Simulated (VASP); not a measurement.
MoW14 (a cell with a defect): single point with PBE

MoW14 (a cell with a defect):

```
W Mo
1.0
     6.32000    0.00000    0.00000
     0.00000    6.32000    0.00000
     0.00000    0.00000    6.32000
W Mo
14 1
Direct
  0.50016 0.99991 0.99942
  0.00054 0.49960 0.99943
  0.00054 0.99991 0.49923
  0.50004 0.49941 0.99917
  0.49998 0.99977 0.49893
  0.75268 0.24714 0.24664
  0.00029 0.49940 0.49891
  0.24770 0.75217 0.24663
  0.24773 0.24718 0.75154
  0.49984 0.49930 0.49878
  0.75283 0.75229 0.24670
  0.75284 0.24717 0.75181
  0.24768 0.75232 0.75182
  0.75273 0.75217 0.75173
  0.24787 0.24738 0.24683
```

```json
{"Program": "VASP 6.6.1", "Task": "single point", "Functional": "PBE", "Potentials or basis": "VASP PAW PBE potentials, release 64 (W_sv, Mo_sv)", "Cutoff": "520 eV", "k mesh": "3 × 3 × 3", "Occupations": "gaussian, width 0.05 eV", "Spin": "no spin polarisation"}
```

- Pressure: -0.4 GPa
- Largest force: 0.031 eV/Å

Forces in eV/Å, atoms in the order of the input:
```
W   -0.008  0.014  0.013
W    0.010 -0.009  0.010
W    0.006  0.013 -0.021
W   -0.003  0.003  0.001
W    0.004 -0.009  0.001
W   -0.003  0.008  0.010
W   -0.007  0.006  0.004
W    0.008 -0.007  0.010
W    0.007  0.008  0.002
W   -0.004 -0.002 -0.006
W    0.016  0.014 -0.014
W    0.016 -0.016  0.013
W   -0.011  0.013  0.014
W   -0.016 -0.015 -0.020
Mo  -0.015 -0.020 -0.019
```

Stress tensor (GPa, compression positive):
```
-0.40  0.06  0.06
 0.06 -0.40  0.06
 0.06  0.06 -0.39
```

Levels at points of the mesh, in eV from the Fermi level:
```
           k point  band 101  band 102  band 103  band 104  band 105  band 106  band 107  band 108  band 109  band 110
(0.00, 0.00, 0.00)     -0.12     -0.12     -0.12     -0.05     -0.05      1.07      1.07      1.08      1.14      1.20
```

Wall time 14 min on 1 thread of AMD EPYC 7R43 64-Core Processor (Zen 3), with other jobs on the host, peak memory 0.44 GiB.

Caveat: spin-orbit coupling is left out, which moves the levels of the heavy elements.
